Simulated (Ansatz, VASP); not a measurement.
**Ru in VASP and in Ansatz**

POSCAR

```
Ru
1.0
    2.7061557011      0.0000000000      0.0000000000
   -1.3530778505      2.3435995838      0.0000000000
    0.0000000000      0.0000000000      4.2551733733
Ru
2
Direct
    0.3333333333      0.6666666667      0.2500000000
    0.6666666667      0.3333333333      0.7500000000
```

File INCAR.step1:

```
SYSTEM = Ru
  PREC = Accurate
  ENCUT = 520
  ISMEAR = -1
  SIGMA = 0.05
  LREAL = .False.
  LASPH = .True.
  NELM = 150
  LNONCOLLINEAR = .True.
  MAGMOM = 0 0 1 0 0 1
  LSORBIT = .True.
  GGA_COMPAT = .False.
  LMAXMIX = 4
  NBANDS = 40
  GGA = PE
  ALGO = Normal
  EDIFF = 1E-4
  LWAVE = .True.
  LCHARG = .False.
```

INCAR.step2

```
SYSTEM = Ru
  PREC = Accurate
  ENCUT = 520
  EDIFF = 1E-6
  ISMEAR = -1
  SIGMA = 0.05
  LREAL = .False.
  LASPH = .True.
  NELM = 150
  ALGO = Normal
  ISIF = 2
  LWAVE = .False.
  LCHARG = .True.
  LNONCOLLINEAR = .True.
  MAGMOM = 0 0 1 0 0 1
  LORBIT = 11
  LSORBIT = .True.
  GGA_COMPAT = .False.
  LORBMOM = .True.
  LMAXMIX = 4
  METAGGA = R2SCAN
  LMIXTAU = .True.
  LVHAR = .True.
  NBANDS = 40
  ISTART = 1
```

File KPOINTS:

```
regular mesh
0
Gamma
  13 13 8
  0 0 0
```

Input for Ansatz:

```yaml
crystal:
  lattice:
    - [2.7061557017, 0.0, 0.0]
    - [-1.3530778508, 2.3435995843, 0.0]
    - [0.0, 0.0, 4.2551733744]
  atoms:
    - { symbol: Ru, position: [0.3333333333, 0.6666666667, 0.25], spin: 1.0, spin_axis: [0, 0, 1] }
    - { symbol: Ru, position: [0.6666666667, 0.3333333333, 0.75], spin: 1.0, spin_axis: [0, 0, 1] }
hamiltonian:
  xc: r2scan
  pseudopotentials:
    kind: paw_fr
    azcp:
      Ru: "pseudopotentials/Ru.paw.azcp"
basis:
  ecutwfc: 500
  fft_grid_basis: typed
kpoints:
  mp_grid: { grid: [13, 13, 8], shift: [0, 0, 0] }
magnetization:
  noncollinear: true
  spin_orbit: true
scf:
  occupations: { method: fermi_dirac, width: 0.05 }
```

Alike in both runs: task single point; functional r2SCAN; k mesh 13 × 13 × 8; occupations fermi-dirac, width 0.05 eV; non-collinear spin, spin-orbit coupling.

|  | VASP | Ansatz |
| --- | --- | --- |
| version | VASP 6.6.1 | Ansatz 0.2.0 |
| potentials or method | VASP PAW PBE potentials, release 64 (Ru_pv), cutoff 520 eV | plane waves (500 eV) with PAW, fully relativistic with spin-orbit coupling |
| valence electrons in the cell | 28 | 32 |

|  | VASP | Ansatz | Ansatz less VASP |
| --- | --- | --- | --- |
| net moment per atom (μB) | 0.00 | 0.00 | 0.000 |

VASP's potentials were made for PBE, not for r2SCAN. VASP's potentials hold 28 valence electrons a cell and Ansatz's 32, so a difference there can come from the potentials and not from the codes. Ansatz's warnings: seeded moment not kept.
